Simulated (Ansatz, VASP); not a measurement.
**TaN in VASP and in Ansatz**

Contents of INCAR:

```
SYSTEM = TaN
PREC = Accurate
ENCUT = 520
EDIFF = 1E-7
ISMEAR = 0
SIGMA = 0.15
LREAL = .FALSE.
LASPH = .TRUE.
NELM = 80
ALGO = Normal
ISIF = 2
LWAVE = .FALSE.
LCHARG = .FALSE.
GGA = PE
NBANDS = 15
```

File KPOINTS:

```
Automatic mesh
0
G
  24 24 24
  0 0 0
```

File POSCAR:

```
TaN
1.0
    0.0000000000      2.4571061912      2.2086347786
    2.2086347786      0.0000000000      2.2086347786
    2.2086347786      2.4571061912      0.0000000000
Ta N
1 1
Direct
    0.5000000000      0.5000000000      0.5000000000
    0.0000000000      0.0000000000      0.0000000000
```

Input for Ansatz:

```yaml
crystal:
  lattice:
    - [0.0, 2.4571061912, 2.2086347786]
    - [2.2086347786, 0.0, 2.2086347786]
    - [2.2086347786, 2.4571061912, 0.0]
  atoms:
    - { symbol: Ta, position: [0.5, 0.5, 0.5] }
    - { symbol: "N", position: [0.0, 0.0, 0.0] }
basis:
  ecutwfc: 420
kpoints:
  mp_grid: { grid: [24, 24, 24] }
hamiltonian:
  xc: pbe
scf:
  occupations: { method: gaussian, width: 0.15 }
output:
  forces: true
  stress: true
  eigenvalues: true
```

Change from the starting cell: strain +0.1125 x Voigt [0, 1, 0, 0, 0, 0], atoms carried along.

Alike in both runs: task single point; functional PBE; k mesh 24 × 24 × 24; occupations gaussian, width 0.15 eV; no spin polarisation.

|  | VASP | Ansatz |
| --- | --- | --- |
| version | VASP 6.6.1 | Ansatz 0.2.0 |
| potentials or method | VASP PAW PBE potentials, release 64 (Ta_pv, N), cutoff 520 eV | scalar-relativistic, plane waves, PAW |
| valence electrons in the cell | 16 | 18 |

```csv
,VASP,Ansatz,Ansatz less VASP
gap on the k mesh at the Fermi level (eV),none,none,-
pressure (GPa),-20.5,-20.9,-0.45
"traceless stress, the component that is largest in VASP (GPa)",-8.96,-8.75,+0.206
```

A gap of «none» marks a metal or a gap that the smearing closes. VASP's potentials hold 16 valence electrons a cell and Ansatz's 18, so a difference there can come from the potentials and not from the codes.

Neither program's run includes spin-orbit coupling.
